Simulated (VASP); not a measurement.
Wanted: the native input for a VASP 6.6.1 run.

| Quantity | Value |
| --- | --- |
| Task | relaxation of shape and atoms at fixed volume |
| Functional | LDA |
| Potentials or basis | VASP PAW LDA potentials, release 64 (Fe, Si) |
| Cutoff | 600 eV |
| k mesh | 16 × 16 × 8 |
| Occupations | fermi-dirac, width 0.15 eV |
| Spin | no spin polarisation |
| Dipole correction | no |
| Further INCAR settings | ALGO = Normal; EDIFF = 1e-07; IBRION = 2; EDIFFG = -0.001; NSW = 80; ISIF = 4 |

The structure of FeSi2 lies in POSCAR:

```
FeSi2
1.0
    2.6796891862      0.0000000000      0.0000000000
    0.0000000000      2.6796891862      0.0000000000
    0.0000000000      0.0000000000      5.0989848477
Fe Si
1 2
Direct
    0.0000000000      0.0000000000      0.0000000000
    0.5000000000      0.5000000000      0.2710623481
    0.5000000000      0.5000000000      0.7289376519
```

These files were run (other wordings do the same):

INCAR

```
SYSTEM = FeSi2
PREC = Accurate ; ENCUT = 600
EDIFF = 1E-7 ; ISMEAR = -1
SIGMA = 0.15 ; LREAL = .False.
LASPH = .True. ; NELM = 80
ALGO = Normal ; ISIF = 4
LWAVE = .False. ; LCHARG = .False.
IBRION = 2 ; NSW = 80
EDIFFG = -0.001
```

KPOINTS

```
regular mesh
0
Gamma
  16 16 8
  0 0 0
```

Potentials or basis: VASP PAW LDA potentials, release 64 (Fe, Si).

Command:

```bash
$ cat potpaw_LDA.64/Fe/POTCAR potpaw_LDA.64/Si/POTCAR > POTCAR
$ mpirun -np 1 vasp_std > vasp.out
```

It gave:

```
Energy gained by relaxing : 0.1 meV/atom
Ionic steps               : 5
Pressure after relaxing   : -3.3 GPa
Band gap on the k mesh    : zero (bands 8 and 9 overlap by 0.30 eV)
```

Caveat: the run has no spin polarisation, though such a crystal can be magnetic.

It took 2.9 min on 1 thread of Intel(R) Xeon(R) Platinum 8488C (Sapphire Rapids), on a shared host, peak memory 0.25 GiB.
